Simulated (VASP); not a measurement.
Wanted: the native input for a VASP 6.6.1 run.

```yaml
Task: single point
Functional: PBE
Potentials_or_basis: VASP PAW PBE potentials, release 64 (Sn_d, Te)
Cutoff: 520 eV
k_mesh: 5 × 5 × 5, shifted
Occupations: methfessel-paxton, width 0.1 eV
Spin: no spin polarisation
Dipole_correction: no
Further_INCAR_settings: ALGO = Normal; EDIFF = 1e-06; NBANDS = 32
```

The structure of Sn3Te lies in POSCAR:

```
Sn3Te
1.0
    4.8656220000      0.0000000000      0.0000000000
    0.0000000000      4.8656220000      0.0000000000
    0.0000000000      0.0000000000      4.8656220000
Sn Te
3 1
Direct
    0.5000000000      0.5000000000      0.0000000000
    0.5000000000      0.0000000000      0.5000000000
    0.0000000000      0.5000000000      0.5000000000
    0.0000000000      0.0000000000      0.0000000000
```

One way to write it, as run:

INCAR

```
SYSTEM = Sn3Te
  ALGO = Normal
  EDIFF = 1E-6
  ENCUT = 520
  GGA = PE
  ISIF = 2
  ISMEAR = 1
  LASPH = .TRUE.
  LCHARG = .FALSE.
  LREAL = .FALSE.
  LWAVE = .FALSE.
  NBANDS = 32
  NELM = 60
  PREC = Accurate
  SIGMA = 0.1
```

KPOINTS

```
Automatic mesh
0
Gamma
  5 5 5
  0.5 0.5 0.5
```

Potentials or basis: VASP PAW PBE potentials, release 64 (Sn_d, Te).

The run is started by

```sh
$ cat potpaw_PBE.64/Sn_d/POTCAR potpaw_PBE.64/Te/POTCAR > POTCAR
$ mpirun -np 1 vasp_std > vasp.out
```

Results of the run:

| Quantity | Value |
| --- | --- |
| Pressure | 0.3 GPa |
| Band gap on the k mesh | zero (band 24 reaches 10.45 eV, above the bottom of band 25 at 7.51 eV) |

Caveat: spin-orbit coupling is left out, which moves the levels of the heavy elements.

Run time: 12 s on 1 thread of Intel(R) Xeon(R) 6975P-C (Granite Rapids) (shared host), peak memory 0.21 GiB.
